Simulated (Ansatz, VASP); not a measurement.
## Bi in VASP and in Ansatz

```
Bi
1.0
     2.24675    1.29716    3.83238
    -2.24675    1.29716    3.83238
     0.00000   -2.59433    3.83238
Bi
2
Direct
  0.23719 0.23719 0.23719
  0.76281 0.76281 0.76281
```

Alike in both runs: functional LDA; k mesh 12 × 12 × 12; occupations gaussian, width 0.1 eV; no spin polarisation.

Ansatz relaxed the structure, and its values are those at the end. VASP's run is a single point on that final structure, the one shown.

|  | VASP | Ansatz |
| --- | --- | --- |
| version | VASP 6.6.1 | Ansatz 0.2.0 |
| potentials or method | VASP PAW LDA potentials, release 64 (Bi_d), cutoff 520 eV | scalar-relativistic, plane waves, PAW |
| valence electrons in the cell | 30 | 30 |

Ansatz gave:

| Quantity | Value |
| --- | --- |
| gap on the k mesh at the Fermi level (eV) | none |
| pressure (GPa) | 0.0 |
| rms of the force components (eV/Å) | 0.000 |

Task: Estimate VASP's values.

Result: gap on the k mesh at the Fermi level (eV): none; pressure (GPa): 0.1; rms of the force components (eV/Å): 0.012.

LDA's correlation is that of Perdew and Zunger in VASP and of Perdew and Wang (1992) in Ansatz. A gap of «none» marks a metal or a gap that the smearing closes.

Spin-orbit coupling is off throughout.
